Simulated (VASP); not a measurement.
Crystal: CdS.

```
Cd S
1.0
     0.06114    2.93921    2.93921
     2.93921    0.06114    2.93921
     3.00035    3.00035    0.00000
Cd S
1 1
Direct
  0.00460 0.00460 0.99540
  0.24540 0.24540 0.25460
```

This cell differs from its parent crystal: shear xy strain +4.2%.

Base run:

- Program: VASP 6.6.1
- Functional: r2SCAN
- Potentials or basis: VASP PAW PBE potentials, release 64 (Cd, S)
- Cutoff: 520 eV
- k mesh: 8 × 8 × 8
- Occupations: gaussian, width 0.01 eV
- Spin: no spin polarisation

Its results: band gap on the k mesh 1.44 eV; pressure 0.3 GPa; largest force 0.005 eV/Å.

Q: The run is repeated on the same cell with these changes: functional from r2SCAN to PBE; occupations from gaussian, width 0.01 eV to fermi-dirac, width 0.02 eV. What comes out?

A: Band gap on the k mesh 1.00 eV; pressure 1.7 GPa; largest force 0.003 eV/Å.

Caveats: the structure was generated, so it needn't be the stable form of CdS; the PAW data sets were made with another functional, which shifts forces and pressure a little (at least some runs).

